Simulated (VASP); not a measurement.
# AlN (Imm2) in VASP: a series of runs

The runs below take AlN through single point, with r2SCAN.

Program: VASP 6.6.1. These are calculated values, not measurements. Logs are shortened: lines on timing, memory, paths and dates and some standing lists are left out, and cuts for length are marked.

## (1) The cell of the first run

The structure is orthorhombic, space group Imm2 (No. 44). The conventional cell has a = 3.071 Å, b = 3.109 Å, c = 4.370 Å, α = 90.00°, β = 90.00°, γ = 90.00°. Al (site symmetry mm2) has 4 N at 1.88 to 1.90 Å within 2.5 Å. Within 2.5 Å of N (site symmetry mm2) lie 4 Al at 1.88 to 1.90 Å.

## (2) Single point, r2SCAN (strain +0.0125 x Voigt [0, 0, 0, 1, 0, 0])

Contents of POSCAR:

```
AlN
1.0
    0.0000000000      2.1985562571      2.1985562571
    2.1849006282      0.0136556289      2.1849006282
    2.1849006282      2.1849006282      0.0136556289
Al N
1 1
Direct
    0.0000000000      0.0000000000      0.0000000000
    0.7500000000      0.7500000000      0.7500000000
```

Contents of INCAR.step1:

```
  PREC = Accurate
  ENCUT = 520
  ISMEAR = 0
  SIGMA = 0.05
  LREAL = False
  LASPH = True
  NELM = 100
  NBANDS = 11
  GGA = PE
  ALGO = Normal
  EDIFF = 1E-4
  LWAVE = True
  LCHARG = False
```

Contents of INCAR.step2:

```
  PREC = Accurate
  ENCUT = 520
  EDIFF = 1E-6
  ISMEAR = 0
  SIGMA = 0.05
  LREAL = False
  LASPH = True
  NELM = 100
  ALGO = Normal
  ISIF = 2
  LWAVE = False
  LCHARG = False
  METAGGA = R2SCAN
  LMIXTAU = True
  NBANDS = 11
  ISTART = 1
```

Contents of KPOINTS:

```
regular mesh
0
Gamma
  10 10 10
```

Potentials or basis: VASP PAW PBE potentials, release 64 (Al, N).

Run with:

```console
$ cat potpaw_PBE.64/Al/POTCAR potpaw_PBE.64/N/POTCAR > POTCAR
$ cp INCAR.step1 INCAR
$ mpirun -np 1 vasp_std > vasp.out
$ cp INCAR.step2 INCAR
$ mpirun -np 1 vasp_std > vasp.out
```

OUTCAR:

```text
PREC = Accurate
   ENCUT = 520
   EDIFF = 1E-6
   ISMEAR = 0
   LREAL = False
   LASPH = True
   NELM = 100
   ISIF = 2
   METAGGA = R2SCAN
   ISTART = 1

 ion  position               nearest neighbor table
   1  0.000  0.000  0.000-   2 1.88   2 1.88   2 1.90   2 1.90
   2  0.750  0.750  0.750-   1 1.88   1 1.88   1 1.90   1 1.90

  LATTYP: Found a body centered orthorhombic cell.
 ALAT       =     3.0706041252
 B/A-ratio  =     1.0125786163
 C/A-ratio  =     1.4231079873

  Lattice vectors:

 A1 = (  -2.1849006282,   2.1849006282,   0.0136556289)
 A2 = (  -2.1849006282,  -2.1849006282,  -0.0136556289)
 A3 = (   2.1849006282,   0.0136556289,   2.1849006282)

Analysis of symmetry for initial positions (statically):
=====================================================================
 Subroutine PRICEL returns:
 Original cell was already a primitive cell.

 Routine SETGRP: Setting up the symmetry group for a
 body centered orthorhombic supercell.

 Subroutine GETGRP returns: Found  4 space group operations
 (whereof  4 operations were pure point group operations)
 out of a pool of  8 trial point group operations.

The static configuration has the point symmetry C_2v.

Analysis of symmetry for dynamics (positions and initial velocities):
=====================================================================
 Subroutine PRICEL returns:
 Original cell was already a primitive cell.

 Routine SETGRP: Setting up the symmetry group for a
 body centered orthorhombic supercell.

 Subroutine GETGRP returns: Found  4 space group operations
 (whereof  4 operations were pure point group operations)
 out of a pool of  8 trial point group operations.

The dynamic configuration has the point symmetry C_2v.

 Subroutine INISYM returns: Found  4 space group operations
 (whereof  4 operations are pure point group operations),
 and found     1 'primitive' translations

----------------------------------------------------------------------------------------

                                     Primitive cell

  volume of cell :      20.8597

  direct lattice vectors                    reciprocal lattice vectors
     0.000000000  2.198556257  2.198556257    -0.228843360  0.227421972  0.227421972
     2.184900628  0.013655629  2.184900628     0.228843360 -0.230282626  0.230282626
     2.184900628  2.184900628  0.013655629     0.228843360  0.230282626 -0.230282626

  length of vectors
     3.109228076  3.089946276  3.089946276     0.394728755  0.398031982  0.398031982

[... 83 lines left out ...]
   NSW    =      0    number of steps for IOM
   IBRION =     -1    ionic relax: 0-MD 1-quasi-New 2-CG
   NFREE  =      0    steps in history (QN), initial steepest desc. (CG)
   ISIF   =      2    stress and relaxation
   ISYM   =      2    0-nonsym 1-usesym 2-fastsym
   POTIM  = 0.5000    time-step for ionic-motion
   TEBEG  =    0.0;   TEEND  =   0.0 temperature during run
   PSTRESS=    0.0 pullay stress
   NELECT =       8.0000    total number of electrons
   NUPDOWN=      -1.0000    fix difference up-down
   EMIN   =  10.00;   EMAX   =-10.00  energy-range for DOS
   EFERMI =   0.00;   METHOD = LEGACY
   ISMEAR =     0;   SIGMA  =   0.05  broadening in eV -4-tet -1-fermi 0-gaus
   EFERMI_NEDOS =   21; number of points for ismear=-14 and -15
   IALGO  =     38    algorithm
   IMIX   =      4    mixing-type and parameters
     AMIX     =   0.40;   BMIX     =  1.00
     AMIX_MAG =   1.60;   BMIX_MAG =  1.00
  volume/ion in A,a.u.               =      10.43        70.38
  Fermi-wavevector in a.u.,A,eV,Ry     =   1.189421  2.247679 19.248453  1.414721
  Thomas-Fermi vector in A             =   2.325528
   LORBIT       =      0    0 simple, 1 ext, 2 COOP (PROOUT), +10 PAW based schemes
   METAGGA = R2SCAN    functional components
   LHFCALC =     F    Hartree Fock is set to
   AEXX    =    0.0000 exact exchange contribution
   IVDW    =     0    specifies the selected vdW correction
   LEPSILON=     F    determine dielectric tensor
   LRPA    =     F    only Hartree local field effects (RPA)
 non-spin polarized calculation
 Gauss-broadening in eV      SIGMA  =   0.05
  energy-cutoff  :      520.00
  volume of cell :       20.86
 maximum number of plane-waves:       573
   NGX = 11   NGY = 11   NGZ = 11

 number of electron       8.0000000 magnetization

 Free energy of the ion-electron system (eV)
  ---------------------------------------------------
  ext. energy  EPLUGINS =         0.00000000
  ---------------------------------------------------
  free energy    TOTEN  =       -19.17729200 eV

  energy without entropy =      -19.17729200  energy(sigma->0) =      -19.17729200

 E-fermi :   5.9319     XC(G=0): -11.4129

 val. band max:        5.7167160275   @ k =   0.0000   0.0000   0.0000
 cond. band min:       9.6123207582   @ k =   0.0000   0.5000   0.5000
 fundamental gap:      3.8956047307
 Fermi energy:         5.9318935994

 k-point     1 :       0.0000    0.0000    0.0000
  band No.  band energies     occupation
      1     -10.0530      2.00000
      2       5.6479      2.00000
      3       5.6810      2.00000
      4       5.7167      2.00000
      5      10.5595      0.00000
      6      19.0188      0.00000
      7      19.1956      0.00000
      8      19.3649      0.00000
      9      24.2046      0.00000
     10      24.2091      0.00000
     11      25.8439      0.00000
[... 309 lines left out ...]
 k-point    24 :      -0.3000    0.2000    0.0000
  band No.  band energies     occupation
      1      -8.1584      2.00000
      2       1.0322      2.00000
      3       3.4966      2.00000
      4       5.1644      2.00000
      5      14.3857      0.00000
      6      15.5988      0.00000
      7      18.4687      0.00000
      8      18.8515      0.00000
      9      23.0800      0.00000
     10      25.6913      0.00000
     11      28.2507      0.00000

 [... further k-points ...]
[... 5 lines left out ...]
  --------------------------------------------------------------------------------------
  -------------------------------------------------------------------------------------
  Total       -0.0480048     -0.0449590     -0.0449590      0.0000000     -0.3859736      0.0000000
  in kB       -3.6871220     -3.4531787     -3.4531787      0.0000000    -29.6455899      0.0000000
  external PRESSURE =      -3.5311598 kB  Pullay stress =       0.0000000 kB

 VOLUME and BASIS-vectors are now :
 -----------------------------------------------------------------------------
  energy-cutoff  :      520.00
  volume of cell :       20.86
      direct lattice vectors                 reciprocal lattice vectors
     0.000000000  2.198556257  2.198556257    -0.228843360  0.227421972  0.227421972
     2.184900628  0.013655629  2.184900628     0.228843360 -0.230282626  0.230282626
     2.184900628  2.184900628  0.013655629     0.228843360  0.230282626 -0.230282626

 POSITION                                       TOTAL-FORCE (eV/Angst)
 -----------------------------------------------------------------------------------
      0.00000      0.00000      0.00000        -0.109266      0.000000      0.000000
      3.27735      3.29783      3.29783         0.109266      0.000000     -0.000000
 -----------------------------------------------------------------------------------
    total drift:                                0.001498     -0.000001     -0.000001

  FREE ENERGIE OF THE ION-ELECTRON SYSTEM (eV)
  ---------------------------------------------------
  free  energy   TOTEN  =       -19.1772919993 eV

  energy  without entropy=      -19.1772919993  energy(sigma->0) =      -19.17729200
```

OUTCAR.step1:

```text
PREC = Accurate
   ENCUT = 520
   ISMEAR = 0
   LREAL = False
   LASPH = True
[... 559 lines left out ...]
      0.00000      0.00000      0.00000        -0.114342      0.000000      0.000000
      3.27735      3.29783      3.29783         0.114342     -0.000000     -0.000000
 -----------------------------------------------------------------------------------
    total drift:                               -0.001713     -0.000000     -0.000000

  FREE ENERGIE OF THE ION-ELECTRON SYSTEM (eV)
  ---------------------------------------------------
  free  energy   TOTEN  =       -14.8388270554 eV

  energy  without entropy=      -14.8388270554  energy(sigma->0) =      -14.83882706
```

OSZICAR.step1:

```text
N       E                     dE             d eps       ncg     rms          rms(c)
DAV:   1     0.117064489566E+02    0.11706E+02   -0.38872E+03  3810   0.607E+02
DAV:   2    -0.162809376356E+02   -0.27987E+02   -0.26809E+02  4504   0.138E+02
DAV:   3    -0.172130194275E+02   -0.93208E+00   -0.93090E+00  4618   0.241E+01
DAV:   4    -0.172179793866E+02   -0.49600E-02   -0.49596E-02  4293   0.192E+00
DAV:   5    -0.172180388736E+02   -0.59487E-04   -0.59487E-04  4581   0.202E-01    0.862E+00
DAV:   6    -0.148489296317E+02    0.23691E+01   -0.11865E+01  4438   0.173E+01    0.283E+00
DAV:   7    -0.148453573097E+02    0.35723E-02   -0.17099E-01  4191   0.323E+00    0.206E+00
DAV:   8    -0.148402300920E+02    0.51272E-02   -0.28487E-02  4134   0.159E+00    0.583E-01
DAV:   9    -0.148387825866E+02    0.14475E-02   -0.41654E-03  4557   0.383E-01    0.233E-01
DAV:  10    -0.148388270554E+02   -0.44469E-04   -0.40949E-04  4002   0.131E-01
   1 F= -.14838827E+02 E0= -.14838827E+02  d E =-.120060E-15
```

Wall time 79 s (1 thread of Intel Xeon Platinum 8259CL at 2.50GHz (Skylake/Cascade Lake), shared host); peak memory 0.16 GiB.

Results:

```
Free energy            : -19.1773 eV
Pressure               : -0.4 GPa
Largest force          : 0.109 eV/Å
Band gap on the k mesh : 3.90 eV, indirect (least direct gap 4.84 eV)
```

Forces on the atoms (eV/Å):
```
Al  -0.109  0.000  0.000
N    0.109  0.000  0.000
```

Caveat: the cell differs from its parent crystal (strain +0.0125 x Voigt [0, 0, 0, 1, 0, 0]); the PAW data sets were made with another functional, which shifts forces and pressure a little.

[end of part 1 of 2]
